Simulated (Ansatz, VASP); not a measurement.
Two plane-wave programs on ZnCd2Te3

INCAR

```
ALGO     = Fast           # electronic algorithm
EDIFF    = 1E-7           # SCF threshold, eV
EDIFFG   = -0.01          # ionic threshold
ENCUT    = 600            # plane-wave cutoff, eV
GGA      = PE             # functional
IBRION   = 2              # ionic algorithm
ISIF     = 3              # what is computed and relaxed
ISMEAR   = 0              # smearing method
LASPH    = True           # aspherical terms in the spheres
LCHARG   = False          # write CHGCAR
LREAL    = False          # projectors in reciprocal space
LWAVE    = False          # write WAVECAR
NELM     = 100            # most SCF steps
NSW      = 100            # ionic steps
PREC     = Accurate       # precision mode
SIGMA    = 0.1            # smearing width, eV
```

Contents of KPOINTS:

```
k-points
0
Gamma
  12 12 6
```

The input POSCAR:

```
ZnCd2Te3
1.0
    5.4286616199      0.0000000000      0.0000000000
   -2.7143308100      4.7013588714      0.0000000000
    0.0000000000      0.0000000000      6.5362357085
Zn Cd Te
1 2 3
Direct
    0.0000000000      0.0000000000      0.5000000000
    0.3333333333      0.6666666667      0.5000000000
    0.6666666667      0.3333333333      0.5000000000
    0.0000000000      0.0000000000      0.0000000000
    0.3333333333      0.6666666667      0.0000000000
    0.6666666667      0.3333333333      0.0000000000
```

Input for Ansatz:

```yaml
crystal:
  lattice:
    - [5.4286616199, 0.0, 0.0]
    - [-2.71433081, 4.7013588714, 0.0]
    - [0.0, 0.0, 6.5362357085]
  atoms:
    - { symbol: Zn, position: [0.0, 0.0, 0.5] }
    - { symbol: Cd, position: [0.3333333333, 0.6666666667, 0.5] }
    - { symbol: Cd, position: [0.6666666667, 0.3333333333, 0.5] }
    - { symbol: Te, position: [0.0, 0.0, 0.0] }
    - { symbol: Te, position: [0.3333333333, 0.6666666667, 0.0] }
    - { symbol: Te, position: [0.6666666667, 0.3333333333, 0.0] }
basis:
  ecutwfc: 420
kpoints:
  mp_grid: { grid: [12, 12, 6] }
hamiltonian:
  xc: pbe
scf:
  occupations: { method: gaussian, width: 0.1 }
output:
  forces: true
  stress: true
  eigenvalues: true
  write_density: true
  write_potential: true
  elf: true
  volumetric_format: npy
relax:
  adjacent_minimum: "off"
  f_tol: 0.01
  max_steps: 80
  cell: { stress_tol: 0.05 }
```

Alike in both runs: task relaxation of cell and atoms; functional PBE; k mesh 12 × 12 × 6; occupations gaussian, width 0.1 eV; no spin polarisation.

|  | VASP | Ansatz |
| --- | --- | --- |
| version | VASP 6.6.1 | Ansatz 0.2.0 |
| potentials or method | VASP PAW PBE potentials, release 64 (Zn, Cd, Te), cutoff 600 eV | scalar-relativistic, plane waves, PAW |
| valence electrons in the cell | 54 | 100 |

```csv
,VASP,Ansatz,Ansatz less VASP
"gap on the k mesh at the Fermi level, each at its own relaxed structure (eV)",none,none,-
relaxed volume (Å³/atom),27.62,27.62,+0.001
relaxed length of the cell vector where the two differ most in proportion (Å),6.339,6.335,-0.0041
```

A gap of «none» marks a metal or a gap that the smearing closes. VASP's potentials hold 54 valence electrons a cell and Ansatz's 100, so a difference there can come from the potentials and not from the codes.

Spin-orbit coupling is off throughout.
